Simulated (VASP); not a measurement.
Set up this calculation in VASP 6.6.1, as the native input.

```yaml
Task: single point
Functional: PBE
Potentials_or_basis: VASP PAW PBE potentials, release 64 (Y_sv)
Cutoff: 520 eV
k_mesh: 8 × 8 × 5
Occupations: fermi-dirac, width 0.05 eV
Spin: no spin polarisation
Dipole_correction: no
Further_INCAR_settings: ALGO = Fast; EDIFF = 1e-06; NBANDS = 18
```

The structure of Y lies in POSCAR:

```
Y
1.0
    3.5981047680      0.0000000000      0.0000000000
   -1.7990523840      3.1160501346      0.0000000000
    0.0000000000      0.0000000000      5.6531499653
Y
2
Direct
    0.6666666667      0.3333333333      0.7500000000
    0.3333333333      0.6666666667      0.2500000000
```

This cell differs from its parent crystal: volume scaled by 0.96.

The input as run:

INCAR

```
  PREC = Accurate
  ENCUT = 520
  EDIFF = 1E-6
  ISMEAR = -1
  SIGMA = 0.05
  LREAL = False
  LASPH = True
  NELM = 80
  ALGO = Fast
  ISIF = 2
  LWAVE = False
  LCHARG = False
  GGA = PE
  NBANDS = 18
```

KPOINTS

```
Automatic mesh
0
Gamma
  8 8 5
```

Potentials or basis: VASP PAW PBE potentials, release 64 (Y_sv).

Run with:

```console
$ cat potpaw_PBE.64/Y_sv/POTCAR > POTCAR
$ mpirun -np 1 vasp_std > vasp.out
```

It gave:

* Pressure: 1.5 GPa
* Band gap on the k mesh: zero (band 11 reaches 4.16 eV, above the bottom of band 12 at 2.76 eV)

Run time: 60 s on 1 thread of Intel(R) Xeon(R) Platinum 8259CL CPU @ 2.50GHz (Skylake/Cascade Lake) (shared host), peak memory 0.2 GiB.
